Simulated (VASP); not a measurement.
A run of VASP 6.6.1 is set up as follows.

The input INCAR:

```
PREC = Accurate
ENCUT = 520
EDIFF = 1E-6
ISMEAR = -1
SIGMA = 0.05
LREAL = False
LASPH = True
NELM = 100
ALGO = Normal
ISIF = 2
LWAVE = False
LCHARG = True
LELF = True
LVHAR = True
NBANDS = 17
```

The input KPOINTS:

```
Automatic mesh
0
Gamma
  11 11 6
```

File POSCAR:

```
Pd
1.0
    2.7460433387      0.0000000000      0.0000000000
   -1.3730216694      2.3781432912      0.0000000000
    0.0000000000      0.0000000000      4.5663327230
Pd
2
Direct
    0.3333333333      0.6666666667      0.2500000000
    0.6666666667      0.3333333333      0.7500000000
```

Potentials or basis: VASP PAW LDA potentials, release 64 (Pd).

Launch:

```bash
$ cat potpaw_LDA.64/Pd/POTCAR > POTCAR
$ mpirun -np 1 vasp_std > vasp.out
```

Q: Predict the pressure.

A: -9.2 GPa.

Q: Predict the band gap on the k mesh.

A: Zero (band 10 reaches 9.57 eV, above the bottom of band 11 at 8.71 eV).

Stress tensor (GPa, compression positive):
```
-9.38  0.00  0.00
 0.00 -9.38  0.00
 0.00  0.00 -8.84
```
